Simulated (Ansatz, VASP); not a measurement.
# TiN in VASP and in Ansatz

```xyz
2
Lattice="0.0000 2.0866 2.0866 2.0866 0.0000 2.0866 2.0866 2.0866 0.0000" Properties=species:S:1:pos:R:3 pbc="T T T"
Ti    0.0000    0.0000    0.0000
N     2.0866    2.0866    2.0866
```

Alike in both runs: functional LDA; k mesh 16 × 16 × 16; occupations fermi-dirac, width 0.15 eV; no spin polarisation.

Ansatz relaxed the structure, and its values are those at the end. VASP's run is a single point on that final structure, the one shown.

|  | VASP | Ansatz |
| --- | --- | --- |
| version | VASP 6.6.1 | Ansatz 0.2.0 |
| potentials or method | VASP PAW LDA potentials, release 64 (Ti_sv, N), cutoff 520 eV | scalar-relativistic, plane waves, PAW |
| valence electrons in the cell | 17 | 17 |

VASP gave:

```
gap on the k mesh at the Fermi level (eV) : none
pressure (GPa)                            : 1.0
```

Which values does Ansatz return?

gap on the k mesh at the Fermi level (eV): none; pressure (GPa): 0.0.

Ansatz warns that its potentials were made for another functional, while VASP's fit it. LDA's correlation is that of Perdew and Zunger in VASP and of Perdew and Wang (1992) in Ansatz. A gap of «none» marks a metal or a gap that the smearing closes.
